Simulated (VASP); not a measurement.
A run of VASP 6.6.1 is set up as follows.

The input INCAR:

```
SYSTEM = Se
PREC = Accurate
ENCUT = 520
EDIFF = 1E-6
ISMEAR = -1
SIGMA = 0.16
LREAL = Auto
LASPH = .True.
NELM = 80
ALGO = Normal
ISIF = 2
LWAVE = .False.
LCHARG = .True.
GGA = PE
LELF = .True.
LVHAR = .True.
NBANDS = 62
```

The input KPOINTS:

```
Automatic mesh
0
Gamma
  3 3 3
  0 0 0
```

Contents of POSCAR:

```
Se
1.0
   -3.9131260000     -2.2592440000      3.5844910000
    3.9131260000     -2.2592440000      3.5844910000
    0.0000000000      4.5184890000      3.5844910000
Se
16
Direct
    0.0444729009     -0.0040049656      0.0771777778
    0.5451842387      0.0007346094      0.0294487564
    0.0428349430      0.4841700802      0.0577920930
    0.0442345510     -0.0122931458      0.5651587130
    0.2909280531      0.2624086545      0.2999504119
    0.5729600071      0.4849485298      0.0185622925
    0.5462985091     -0.0244727873      0.5427326771
    0.7886241618      0.2241905095      0.2871746438
    0.0280568817      0.4601411029      0.5665961270
    0.3287832416      0.7165550639      0.3090799368
    0.2990120181      0.2628261145      0.8048552138
    0.5486698832      0.4640827782      0.5579863919
    0.8336141731      0.7167255270      0.3047911958
    0.8004859719      0.1995597558      0.8050362212
    0.3156390135      0.7401333947      0.8008091817
    0.8091835260      0.7429193678      0.7967661646
```

Potentials or basis: VASP PAW PBE potentials, release 64 (Se).

Command:

```console
$ cat potpaw_PBE.64/Se/POTCAR > POTCAR
$ mpirun -np 1 vasp_std > vasp.out
```

What does it give for the band gap on the k mesh?

Zero (band 48 reaches 14.33 eV, above the bottom of band 49 at 13.65 eV).

Estimate the pressure.

138.8 GPa.

What does it give for the largest force?

4.566 eV/Å.

Stress tensor (GPa, compression positive):
```
141.79   1.14   0.71
  1.14 144.12  -0.39
  0.71  -0.39 130.40
```

Caveat: the k points lie up to 0.37 Å⁻¹ apart; forces of over 1 eV/Å act on the atoms, so gaps and moduli don't describe the material at rest.
